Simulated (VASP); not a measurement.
Au: single point with LDA

Au:

```
Au
1.0
     0.00000    2.04550    2.04550
     2.04550    0.00000    2.04550
     2.04550    2.04550    0.00000
Au
1
Direct
  0.00000 0.00000 0.00000
```

```
Program                : VASP 6.6.1
Task                   : single point
Functional             : LDA
Potentials or basis    : VASP PAW LDA potentials, release 64 (Au)
Cutoff                 : 500 eV
k mesh                 : 8 × 8 × 8
Occupations            : gaussian, width 0.1 eV
Spin                   : no spin polarisation
Dipole correction      : no
Further INCAR settings : ALGO = Normal; EDIFF = 1e-06; NBANDS = 12
```

```yaml
Pressure: -4.3 GPa
```

Levels at points of the mesh, in eV from the Fermi level:
| k point | band 2 | band 3 | band 4 | band 5 | band 6 | band 7 | band 8 | band 9 | band 10 | band 11 |
| --- | --- | --- | --- | --- | --- | --- | --- | --- | --- | --- |
| (0.00, 0.00, 0.00) | -4.61 | -4.61 | -4.61 | -3.08 | -3.08 | 14.56 | 18.49 | 18.49 | 18.49 | 23.50 |
| (0.50, 0.00, 0.00) | -4.64 | -4.64 | -1.88 | -1.88 | -0.92 | 3.10 | 14.02 | 17.05 | 17.05 | 24.93 |
| (0.50, 0.50, 0.00) | -6.66 | -1.92 | -1.57 | -1.57 | 1.04 | 5.78 | 9.97 | 9.97 | 17.27 | 19.87 |

Wall time 12 s on 1 thread of Intel Xeon 8259CL, with other jobs on the host, peak memory 0.13 GiB.

Caveat: spin-orbit coupling is left out, which moves the levels of the heavy elements.
